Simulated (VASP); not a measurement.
# Re2SbRh2 (I4/mmm) in VASP: notebook

The runs below take Re2SbRh2 through single point, with PBE.

All numbers are computed with VASP 6.6.1; they aren't measurements. Logs are shortened: lines on timing, memory, paths and dates and some standing lists are left out, and cuts for length are marked.

## (1) The cell of the first run

It takes space group I4/mmm (No. 139, tetragonal). Conventional cell: a = 3.946 Å, b = 3.946 Å, c = 10.353 Å, α = 90.00°, β = 90.00°, γ = 90.00°. Within 3.1 Å of Re (site symmetry -4m2) lie 4 Rh at 2.35 Å and 4 Re at 2.79 Å. Within 4.1 Å of Sb (site symmetry 4/mmm) lie 10 Rh at 3.08 to 3.87 Å and 8 Re at 3.25 Å and 4 Sb at 3.95 Å. Rh (site symmetry 4mm) has 4 Re at 2.35 Å and 1 Rh at 2.61 Å and 4 Sb at 3.08 Å within 3.1 Å.

## (2) Single point, PBE

INCAR reads:

```
SYSTEM = Re2SbRh2
PREC = Accurate
ENCUT = 520
EDIFF = 1E-7
ISMEAR = 0
SIGMA = 0.1
LREAL = .FALSE.
LASPH = .TRUE.
NELM = 80
ALGO = Normal
ISIF = 2
LWAVE = .FALSE.
LCHARG = .TRUE.
GGA = PE
LELF = .TRUE.
LVHAR = .TRUE.
NBANDS = 32
```

KPOINTS reads:

```
Automatic mesh
0
G
  6 6 6
  0 0 0
```

POSCAR reads:

```
Re2SbRh2
1.0
   -1.9728453670      1.9728453670      5.1762774481
    1.9728453670     -1.9728453670      5.1762774481
    1.9728453670      1.9728453670     -5.1762774481
Re Sb Rh
2 1 2
Direct
    0.2500000000      0.7500000000      0.5000000000
    0.7500000000      0.2500000000      0.5000000000
    0.0000000000      0.0000000000      0.0000000000
    0.6260000000      0.6260000000      0.0000000000
    0.3740000000      0.3740000000      0.0000000000
```

Potentials or basis: VASP PAW PBE potentials, release 64 (Re, Sb, Rh_pv).

Command:

```console
cat potpaw_PBE.64/Re/POTCAR potpaw_PBE.64/Sb/POTCAR potpaw_PBE.64/Rh_pv/POTCAR > POTCAR
mpirun -np 1 vasp_std > vasp.out
```

OUTCAR:

```text
SYSTEM = Re2SbRh2
   PREC = Accurate
   ENCUT = 520
   EDIFF = 1E-7
   ISMEAR = 0
   LREAL = .FALSE.
   LASPH = .TRUE.
   NELM = 80
   ISIF = 2
   GGA = PE

 ion  position               nearest neighbor table
   1  0.250  0.750  0.500-   4 2.35   5 2.35   5 2.35   4 2.35   2 2.79   2 2.79   2 2.79   2 2.79
                             3 3.25   3 3.25   3 3.25   3 3.25
   2  0.750  0.250  0.500-   4 2.35   5 2.35   5 2.35   4 2.35   1 2.79   1 2.79   1 2.79   1 2.79
                             3 3.25   3 3.25   3 3.25   3 3.25
   3  0.000  0.000  0.000-   4 3.08   4 3.08   4 3.08   5 3.08   4 3.08   5 3.08   5 3.08   5 3.08
                             1 3.25   2 3.25   2 3.25   1 3.25   2 3.25   1 3.25   1 3.25   2 3.25
   4  0.626  0.626  0.000-   1 2.35   2 2.35   1 2.35   2 2.35   5 2.61   3 3.08   3 3.08   3 3.08
                             3 3.08
   5  0.374  0.374  0.000-   1 2.35   2 2.35   1 2.35   2 2.35   4 2.61   3 3.08   3 3.08   3 3.08
                             3 3.08

  LATTYP: Found a body centered tetragonal cell.
 ALAT       =     3.9456907340
 C/A-ratio  =     2.6237623763

  Lattice vectors:

 A1 = (  -1.9728453670,   1.9728453670,   5.1762774481)
 A2 = (   1.9728453670,  -1.9728453670,   5.1762774481)
 A3 = (   1.9728453670,   1.9728453670,  -5.1762774481)

Analysis of symmetry for initial positions (statically):
=====================================================================
 Subroutine PRICEL returns:
 Original cell was already a primitive cell.

 Routine SETGRP: Setting up the symmetry group for a
 body centered tetragonal supercell.

 Subroutine GETGRP returns: Found 16 space group operations
 (whereof 16 operations were pure point group operations)
 out of a pool of 16 trial point group operations.

The static configuration has the point symmetry D_4h.

Analysis of symmetry for dynamics (positions and initial velocities):
=====================================================================
 Subroutine PRICEL returns:
 Original cell was already a primitive cell.

 Routine SETGRP: Setting up the symmetry group for a
 body centered tetragonal supercell.

 Subroutine GETGRP returns: Found 16 space group operations
 (whereof 16 operations were pure point group operations)
 out of a pool of 16 trial point group operations.

The dynamic configuration has the point symmetry D_4h.

 Subroutine INISYM returns: Found 16 space group operations
 (whereof 16 operations are pure point group operations),
 and found     1 'primitive' translations

----------------------------------------------------------------------------------------

                                     Primitive cell

  volume of cell :      80.5867

  direct lattice vectors                    reciprocal lattice vectors
    -1.972845367  1.972845367  5.176277448     0.000000000  0.253441049  0.096594513
     1.972845367 -1.972845367  5.176277448     0.253441049  0.000000000  0.096594513
     1.972845367  1.972845367 -5.176277448     0.253441049  0.253441049  0.000000000

  length of vectors
     5.880313419  5.880313419  5.880313419     0.271224751  0.271224751  0.358419769

  position of ions in fractional coordinates (direct lattice)
     0.250000000  0.750000000  0.500000000
     0.750000000  0.250000000  0.500000000
     0.000000000  0.000000000  0.000000000
     0.626000000  0.626000000  0.000000000
     0.374000000  0.374000000  0.000000000

  ion indices of the primitive-cell ions
   primitive index   ion index
                 1           1
                 2           2
                 3           3
                 4           4
                 5           5

----------------------------------------------------------------------------------------

 KPOINTS: Automatic mesh

Automatic generation of k-mesh.
 Grid dimensions read from file:
 generate k-points for:    6    6    6

 Generating k-lattice:

  Cartesian coordinates                     Fractional coordinates (reciprocal lattice)
     0.000000000  0.042240175  0.016099086     0.166666667 -0.000000000  0.000000000
     0.042240175  0.000000000  0.016099086    -0.000000000  0.166666667  0.000000000
     0.042240175  0.042240175  0.000000000     0.000000000  0.000000000  0.166666667

  Length of vectors
     0.045204125  0.045204125  0.059736628

  Shift w.r.t. Gamma in fractional coordinates (k-lattice)
     0.000000000  0.000000000  0.000000000

 Subroutine IBZKPT returns following result:
 ===========================================

 Found     30 irreducible k-points:

 Following reciprocal coordinates:
            Coordinates               Weight
  0.000000  0.000000  0.000000      1.000000
  0.166667 -0.000000  0.000000      8.000000
  0.333333 -0.000000  0.000000      8.000000
  0.500000  0.000000  0.000000      4.000000
  0.166667  0.166667  0.000000      8.000000
  0.333333  0.166667  0.000000     16.000000
[... 16 lines left out ...]
 -0.333333 -0.333333  0.166667      8.000000
 -0.166667 -0.333333  0.166667      8.000000
 [... further k-points ...]
   k-points           NKPTS =     30   k-points in BZ     NKDIM =     30   number of bands    NBANDS=     32
   number of dos      NEDOS =    301   number of ions     NIONS =      5
   total plane-waves  NPLWV = 110592
   dimension x,y,z NGX =    48 NGY =   48 NGZ =   48
   dimension x,y,z NGXF=    96 NGYF=   96 NGZF=   96
   ions per type =               2   1   2
   NGX,Y,Z   is equivalent  to a cutoff of  13.57, 13.57, 13.57 a.u.
   NGXF,Y,Z  is equivalent  to a cutoff of  27.14, 27.14, 27.14 a.u.
 SYSTEM =  Re2SbRh2
   PREC   = accura    normal or accurate (medium, high low for compatibility)
   ISTART =      0    job   : 0-new  1-cont  2-samecut
   ICHARG =      2    charge: 1-file 2-atom 10-const
   ISPIN  =      1    spin polarized calculation?
   LNONCOLLINEAR =      F non collinear calculations
   LSORBIT =      F    spin-orbit coupling
   LASPH  =      T    aspherical Exc in radial PAW
   ENCUT  =  520.0 eV  38.22 Ry    6.18 a.u.  10.93 10.93 10.93*2*pi/ulx,y,z
   NELM   =     80;   NELMIN=  2; NELMDL= -5     # of ELM steps
   EDIFF  = 0.1E-06   stopping-criterion for ELM
   LREAL  =      F    real-space projection
   EDIFFG = 0.1E-05   stopping-criterion for IOM
   NSW    =      0    number of steps for IOM
   IBRION =     -1    ionic relax: 0-MD 1-quasi-New 2-CG
   NFREE  =      0    steps in history (QN), initial steepest desc. (CG)
   ISIF   =      2    stress and relaxation
   ISYM   =      2    0-nonsym 1-usesym 2-fastsym
   POTIM  = 0.5000    time-step for ionic-motion
   TEBEG  =    0.0;   TEEND  =   0.0 temperature during run
   PSTRESS=    0.0 pullay stress
   NELECT =      49.0000    total number of electrons
   NUPDOWN=      -1.0000    fix difference up-down
   EMIN   =  10.00;   EMAX   =-10.00  energy-range for DOS
   EFERMI =   0.00;   METHOD = LEGACY
   ISMEAR =     0;   SIGMA  =   0.10  broadening in eV -4-tet -1-fermi 0-gaus
   EFERMI_NEDOS =   21; number of points for ismear=-14 and -15
   IALGO  =     38    algorithm
   IMIX   =      4    mixing-type and parameters
     AMIX     =   0.40;   BMIX     =  1.00
     AMIX_MAG =   1.60;   BMIX_MAG =  1.00
  volume/ion in A,a.u.               =      16.12       108.77
  Fermi-wavevector in a.u.,A,eV,Ry     =   1.386923  2.620904 26.171556  1.923555
  Thomas-Fermi vector in A             =   2.511193
   LORBIT       =      0    0 simple, 1 ext, 2 COOP (PROOUT), +10 PAW based schemes
   GGA     = PE    functional components
   LHFCALC =     F    Hartree Fock is set to
   AEXX    =    0.0000 exact exchange contribution
   IVDW    =     0    specifies the selected vdW correction
   LEPSILON=     F    determine dielectric tensor
   LRPA    =     F    only Hartree local field effects (RPA)
 non-spin polarized calculation
 Gauss-broadening in eV      SIGMA  =   0.10
  energy-cutoff  :      520.00
  volume of cell :       80.59
 maximum number of plane-waves:      2220
 NGX is ok and might be reduce to    48
   NGX = 21   NGY = 21   NGZ = 21

 number of electron      48.9999999 magnetization

 Free energy of the ion-electron system (eV)
  ---------------------------------------------------
  ext. energy  EPLUGINS =         0.00000000
  ---------------------------------------------------
  free energy    TOTEN  =       -38.42130039 eV

  energy without entropy =      -38.39039758  energy(sigma->0) =      -38.40584898

 E-fermi :  10.5204     XC(G=0): -12.8605

 val. band max:       10.5105629102   @ k =   0.3333   0.1667   0.1667
 cond. band min:      10.5242883374   @ k =  -0.3333  -0.3333   0.3333
 fundamental gap:      0.0137254272
 Fermi energy:        10.5204293595

 k-point     1 :       0.0000    0.0000    0.0000
  band No.  band energies     occupation
      1     -37.1395      2.00000
      2     -36.9464      2.00000
      3     -36.9464      2.00000
      4     -36.9047      2.00000
      5     -36.9047      2.00000
      6     -36.8735      2.00000
[... 24 lines left out ...]
     31      14.1056      0.00000
     32      14.2942      0.00000

 k-point     2 :       0.1667   -0.0000    0.0000
  band No.  band energies     occupation
      1     -37.1355      2.00000
      2     -36.9474      2.00000
      3     -36.9449      2.00000
      4     -36.9093      2.00000
      5     -36.9064      2.00000
      6     -36.8714      2.00000
[... 24 lines left out ...]
     31      13.5191      0.00000
     32      14.1201      0.00000
[... 733 lines left out ...]
     31      13.3270      0.00000
     32      15.6340      0.00000

 k-point    24 :      -0.1667   -0.3333    0.1667
  band No.  band energies     occupation
      1     -37.1320      2.00000
      2     -36.9431      2.00000
      3     -36.9404      2.00000
      4     -36.9140      2.00000
      5     -36.9109      2.00000
      6     -36.8748      2.00000
[... 24 lines left out ...]
     31      13.3940      0.00000
     32      14.9438      0.00000

 [... further k-points ...]

------------------------ aborting loop because EDIFF is reached ----------------------------------------

  FORCE on cell =-STRESS in cart. coord.  units (eV):
  Direction    XX          YY          ZZ          XY          YZ          ZX
  --------------------------------------------------------------------------------------
  -------------------------------------------------------------------------------------
  Total       22.4382870     22.4382870     20.7691803      0.0000000     -0.0000000      0.0000000
  in kB      446.1045485    446.1045485    412.9203698      0.0000000     -0.0000000      0.0000000
  external PRESSURE =     435.0431556 kB  Pullay stress =       0.0000000 kB

 VOLUME and BASIS-vectors are now :
 -----------------------------------------------------------------------------
  energy-cutoff  :      520.00
  volume of cell :       80.59
      direct lattice vectors                 reciprocal lattice vectors
    -1.972845367  1.972845367  5.176277448     0.000000000  0.253441049  0.096594513
     1.972845367 -1.972845367  5.176277448     0.253441049  0.000000000  0.096594513
     1.972845367  1.972845367 -5.176277448     0.253441049  0.253441049  0.000000000

 POSITION                                       TOTAL-FORCE (eV/Angst)
 -----------------------------------------------------------------------------------
      1.97285     -0.00000      2.58814         0.000000      0.000000     -0.000000
     -0.00000      1.97285      2.58814         0.000000      0.000000     -0.000000
      0.00000      0.00000      0.00000         0.000000      0.000000     -0.000000
      0.00000      0.00000      6.48070        -0.000000     -0.000000     -6.555082
      0.00000      0.00000      3.87186        -0.000000     -0.000000      6.555082
 -----------------------------------------------------------------------------------
    total drift:                                0.000000     -0.000000      0.000000

  FREE ENERGIE OF THE ION-ELECTRON SYSTEM (eV)
  ---------------------------------------------------
  free  energy   TOTEN  =       -38.4213003855 eV

  energy  without entropy=      -38.3903975816  energy(sigma->0) =      -38.40584898
```

It took 5.1 min on 1 thread of AMD EPYC 7R13 (Zen 3), shared host; peak memory 0.34 GiB.

Results:

| Property | Result |
| --- | --- |
| Free energy | -38.4213 eV |
| Pressure | 43.5 GPa |
| Largest force | 6.555 eV/Å |

Forces on the atoms (eV/Å):
```
Re   0.000  0.000  0.000
Re   0.000  0.000  0.000
Sb   0.000  0.000  0.000
Rh   0.000  0.000 -6.555
Rh   0.000  0.000  6.555
```

Caveat: the k points lie up to 0.38 Å⁻¹ apart; spin-orbit coupling is left out, which moves the levels of the heavy elements; forces of over 1 eV/Å act on the atoms, so gaps and moduli don't describe the material at rest.

## (3) Single point, PBE

This run uses another cell than the first one, of 17.34 Å³/atom, 1.076 times its volume.

INCAR reads:

```
ALGO     = Fast           # electronic algorithm
EDIFF    = 1E-6           # SCF threshold, eV
ENCUT    = 520            # plane-wave cutoff, eV
GGA      = PE             # functional
ISIF     = 2              # what is computed and relaxed
ISMEAR   = 0              # smearing method
LASPH    = True           # aspherical terms in the spheres
LCHARG   = True           # write CHGCAR
LELF     = True           # ELF
LREAL    = False          # projectors in reciprocal space
LVHAR    = True         
LWAVE    = False          # write WAVECAR
NBANDS   = 32             # bands
NELM     = 100            # most SCF steps
PREC     = Accurate       # precision mode
SIGMA    = 0.1            # smearing width, eV
```

KPOINTS reads:

```
k-points
0
Gamma
  6 6 6
```

POSCAR reads:

```
Re2SbRh2
1.0
   -1.7857208106      1.7857208106      6.7957295906
    1.7857208106     -1.7857208106      6.7957295906
    1.7857208106      1.7857208106     -6.7957295906
Re Sb Rh
2 1 2
Direct
    0.2500000000      0.7500000000      0.5000000000
    0.7500000000      0.2500000000      0.5000000000
    0.0000000000      0.0000000000      0.0000000000
    0.6019776623      0.6019776623      0.0000000000
    0.3980223377      0.3980223377      0.0000000000
```

Potentials or basis: VASP PAW PBE potentials, release 64 (Re, Sb, Rh_pv).

Command:

```console
cat potpaw_PBE.64/Re/POTCAR potpaw_PBE.64/Sb/POTCAR potpaw_PBE.64/Rh_pv/POTCAR > POTCAR
mpirun -np 1 vasp_std > vasp.out
```

OUTCAR:

```text
EDIFF = 1E-6
   ENCUT = 520
   GGA = PE
   ISIF = 2
   ISMEAR = 0
   LASPH = True
   LREAL = False
   NELM = 100
   PREC = Accurate

 ion  position               nearest neighbor table
   1  0.250  0.750  0.500-   2 2.53   2 2.53   2 2.53   2 2.53   4 2.69   5 2.69   4 2.69   5 2.69

   2  0.750  0.250  0.500-   1 2.53   1 2.53   1 2.53   1 2.53   5 2.69   4 2.69   4 2.69   5 2.69

   3  0.000  0.000  0.000-   4 2.88   4 2.88   4 2.88   5 2.88   4 2.88   5 2.88   5 2.88   5 2.88

[... 1051 lines left out ...]
  -------------------------------------------------------------------------------------
  Total       -0.4492844     -0.4492844     -0.0017452      0.0000000     -0.0000000      0.0000000
  in kB       -8.3044084     -8.3044084     -0.0322579      0.0000000     -0.0000000      0.0000000
  external PRESSURE =      -5.5470249 kB  Pullay stress =       0.0000000 kB

 VOLUME and BASIS-vectors are now :
 -----------------------------------------------------------------------------
  energy-cutoff  :      520.00
  volume of cell :       86.68
      direct lattice vectors                 reciprocal lattice vectors
    -1.785720811  1.785720811  6.795729591     0.000000000  0.279998977  0.073575617
     1.785720811 -1.785720811  6.795729591     0.279998977  0.000000000  0.073575617
     1.785720811  1.785720811 -6.795729591     0.279998977  0.279998977  0.000000000

 POSITION                                       TOTAL-FORCE (eV/Angst)
 -----------------------------------------------------------------------------------
      1.78572      0.00000      3.39786        -0.000000     -0.000000     -0.000000
      0.00000      1.78572      3.39786        -0.000000     -0.000000     -0.000000
      0.00000      0.00000      0.00000        -0.000000     -0.000000     -0.000000
      0.00000      0.00000      8.18175         0.000000      0.000000     -0.028699
      0.00000      0.00000      5.40970        -0.000000     -0.000000      0.028699
 -----------------------------------------------------------------------------------
    total drift:                                0.000000      0.000000      0.000000

  FREE ENERGIE OF THE ION-ELECTRON SYSTEM (eV)
  ---------------------------------------------------
  free  energy   TOTEN  =       -42.3315903018 eV

  energy  without entropy=      -42.3121092792  energy(sigma->0) =      -42.32184979
```

OSZICAR:

```text
N       E                     dE             d eps       ncg     rms          rms(c)
DAV:   1     0.384363772346E+03    0.38436E+03   -0.26650E+04  3832   0.168E+03
DAV:   2    -0.270055154276E+02   -0.41137E+03   -0.38733E+03  3112   0.573E+02
DAV:   3    -0.435663195252E+02   -0.16561E+02   -0.15890E+02  3424   0.120E+02
DAV:   4    -0.440260681404E+02   -0.45975E+00   -0.44775E+00  2904   0.193E+01
DAV:   5    -0.440512076618E+02   -0.25140E-01   -0.24895E-01  3104   0.632E+00    0.399E+01
RMM:   6    -0.425971237905E+02    0.14541E+01   -0.14606E+00  2496   0.198E+01    0.152E+01
RMM:   7    -0.423314579587E+02    0.26567E+00   -0.30452E+00  2874   0.143E+01    0.126E+00
RMM:   8    -0.423384469679E+02   -0.69890E-02   -0.25990E-01  2924   0.354E+00    0.161E+00
RMM:   9    -0.423354356111E+02    0.30114E-02   -0.71144E-02  3039   0.135E+00    0.919E-01
RMM:  10    -0.423320475148E+02    0.33881E-02   -0.15556E-02  2942   0.108E+00    0.475E-01
RMM:  11    -0.423314392312E+02    0.60828E-03   -0.67949E-03  2997   0.801E-01    0.201E-01
RMM:  12    -0.423315475773E+02   -0.10835E-03   -0.16532E-03  3156   0.187E-01    0.374E-02
RMM:  13    -0.423315695129E+02   -0.21936E-04   -0.42143E-04  3081   0.163E-01    0.136E-02
RMM:  14    -0.423315839394E+02   -0.14426E-04   -0.16620E-04  2892   0.598E-02    0.713E-03
RMM:  15    -0.423315876033E+02   -0.36640E-05   -0.45674E-05  2523   0.480E-02    0.827E-03
RMM:  16    -0.423315895436E+02   -0.19402E-05   -0.23210E-05  2079   0.455E-02    0.155E-02
RMM:  17    -0.423315903018E+02   -0.75823E-06   -0.75096E-06  1879   0.574E-02
   1 F= -.42331590E+02 E0= -.42321850E+02  d E =-.194810E-01
```

stdout:

```text
POSCAR found type information on POSCAR ReSbRh
 POSCAR found :  3 types and       5 ions
 scaLAPACK will be used
 LDA part: xc-table for (Slater+PW92), standard interpolation
 POSCAR, INCAR and KPOINTS ok, starting setup
 FFT: planning ... GRIDC
 FFT: planning ... GRID_SOFT
 FFT: planning ... GRID
 WAVECAR not read
 entering main loop
```

Run time: 10 min. Hardware: 1 thread of AMD EPYC 7R13 (Zen 3), shared host; peak memory 0.4 GiB.

Results:

```yaml
Free_energy: -42.3316 eV
Pressure: -0.6 GPa
Largest_force: 0.029 eV/Å
```

Forces on the atoms (eV/Å):
```
Re   0.000  0.000  0.000
Re   0.000  0.000  0.000
Sb   0.000  0.000  0.000
Rh   0.000  0.000 -0.029
Rh   0.000  0.000  0.029
```

Caveat: the k points lie up to 0.41 Å⁻¹ apart; spin-orbit coupling is left out, which moves the levels of the heavy elements.
